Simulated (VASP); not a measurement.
A run of VASP 6.6.1 is set up as follows.

Contents of INCAR:

```
SYSTEM = InSe
ALGO = Normal ; EDIFF = 1E-6
ENCUT = 520 ; GGA = PE
ISIF = 2 ; ISMEAR = 0
IVDW = 12 ; LASPH = .True.
LCHARG = .False. ; LREAL = .False.
LWAVE = .False. ; NBANDS = 27
NELM = 100 ; PREC = Accurate
SIGMA = 0.01
```

The input KPOINTS:

```
k-points
0
Gamma
  12 12 8
  0 0 0
```

The input POSCAR:

```
InSe
1.0
    5.9394383788     -2.0683628101      0.1023108401
    5.9394383788      2.0683628101      0.1023108401
   -1.6729008259      0.0000000000      4.1885554462
In Se
2 2
Direct
    0.1149037405      0.1149037405      0.9785870804
    0.8850962595      0.8850962595      0.0214129196
    0.3467357530      0.3467357530      0.3661403469
    0.6532642470      0.6532642470      0.6338596531
```

Potentials or basis: VASP PAW PBE potentials, release 64 (In_d, Se).

Run with:

```sh
$ cat potpaw_PBE.64/In_d/POTCAR potpaw_PBE.64/Se/POTCAR > POTCAR
$ mpirun -np 1 vasp_std > vasp.out
```

Problem. Estimate the band gap on the k mesh.

Solution. 0.61 eV, indirect (least direct gap 1.03 eV).

Problem. What does it give for the largest force?

Solution. 0.013 eV/Å.

Forces in eV/Å, atoms in the order of the input:
```
In  -0.013  0.000  0.003
In   0.013  0.000 -0.003
Se   0.000  0.000  0.010
Se   0.000  0.000 -0.010
```

Caveat: spin-orbit coupling is left out, which moves the levels of the heavy elements. As with any semilocal functional, this PBE gap is likely too small.
